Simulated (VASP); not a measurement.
Write the native input for VASP 6.6.1 that does the following.

- Task: relaxation of cell and atoms
- Functional: PBE
- Potentials or basis: VASP PAW PBE potentials, release 64 (Ga_d)
- Cutoff: 600 eV
- k mesh: 11 × 11 × 11
- Occupations: fermi-dirac, width 0.05 eV
- Spin: no spin polarisation
- Dipole correction: no
- Further INCAR settings: ALGO = Normal; EDIFF = 1e-06; IBRION = 2; EDIFFG = -0.005; NSW = 60; ISIF = 3

The structure of Ga lies in POSCAR:

```
Ga
1.0
    0.0000000000      2.8744485395      2.8744485395
    2.8744485395      0.0000000000      2.8744485395
    2.8744485395      2.8744485395      0.0000000000
Ga
2
Direct
   -0.1250000000     -0.1250000000     -0.1250000000
    0.1250000000      0.1250000000      0.1250000000
```

This isn't the form of Ga at room conditions, which is orthorhombic.

These files were run (other wordings do the same):

INCAR

```
SYSTEM = Ga
ALGO = Normal
EDIFF = 1E-6
EDIFFG = -0.005
ENCUT = 600
GGA = PE
IBRION = 2
ISIF = 3
ISMEAR = -1
LASPH = .TRUE.
LCHARG = .FALSE.
LREAL = .FALSE.
LWAVE = .FALSE.
NELM = 80
NSW = 60
PREC = Accurate
SIGMA = 0.05
```

KPOINTS

```
k-points
0
G
  11 11 11
  0 0 0
```

Potentials or basis: VASP PAW PBE potentials, release 64 (Ga_d).

Command:

```console
$ cat potpaw_PBE.64/Ga_d/POTCAR > POTCAR
$ mpirun -np 1 vasp_std > vasp.out
```

It gave:

The relaxed volume is 25.47 Å³/atom, the relaxed cell is a = 4.161 Å, b = 4.161 Å, c = 4.161 Å, α = 60.00°, β = 60.00°, γ = 60.00° and the space group after relaxing (to 0.1 Å) is Fd-3m (No. 227). The energy gained by relaxing is 14.0 meV/atom and the ionic steps are 4. The pressure after relaxing is 0.0 GPa and the band gap on the k mesh is zero (bands 13 and 14 overlap by 3.76 eV).

Wall time 2.8 min on 1 thread of AMD EPYC 7R13, on a shared host, peak memory 0.18 GiB.
